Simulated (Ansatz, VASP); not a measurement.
# MnCuAs: VASP beside Ansatz

```
Mn Cu As
1.0
     3.48057    0.00000    0.00000
     0.00000    3.48057    0.00000
     0.00000    0.00000    6.44702
Mn Cu As
2 2 2
Cartesian
  0.0000 1.7403 0.9339
  1.7403 0.0000 5.5132
  0.0000 0.0000 3.2235
  1.7403 1.7403 3.2235
  0.0000 1.7403 5.0686
  1.7403 0.0000 1.3784
```

Alike in both runs: functional PBE; k mesh 10 × 10 × 6; occupations gaussian, width 0.1 eV; no spin polarisation.

Ansatz relaxed the structure, and its values are those at the end. VASP's run is a single point on that final structure, the one shown.

|  | VASP | Ansatz |
| --- | --- | --- |
| version | VASP 6.6.1 | Ansatz 0.2.0 |
| potentials or method | VASP PAW PBE potentials, release 64 (Mn_pv, Cu, As), cutoff 520 eV | scalar-relativistic, plane waves, PAW |
| valence electrons in the cell | 58 | 98 |

|  | VASP | Ansatz | Ansatz less VASP |
| --- | --- | --- | --- |
| gap on the k mesh at the Fermi level (eV) | none | none | - |
| pressure (GPa) | 0.5 | 0.0 | -0.41 |
| rms of the force components (eV/Å) | 0.006 | 0.001 | -0.0048 |

A gap of «none» marks a metal or a gap that the smearing closes. The functional is the same, so the differences come from potentials, cutoffs and numerics. VASP's potentials hold 58 valence electrons a cell and Ansatz's 98, so a difference there can come from the potentials and not from the codes.
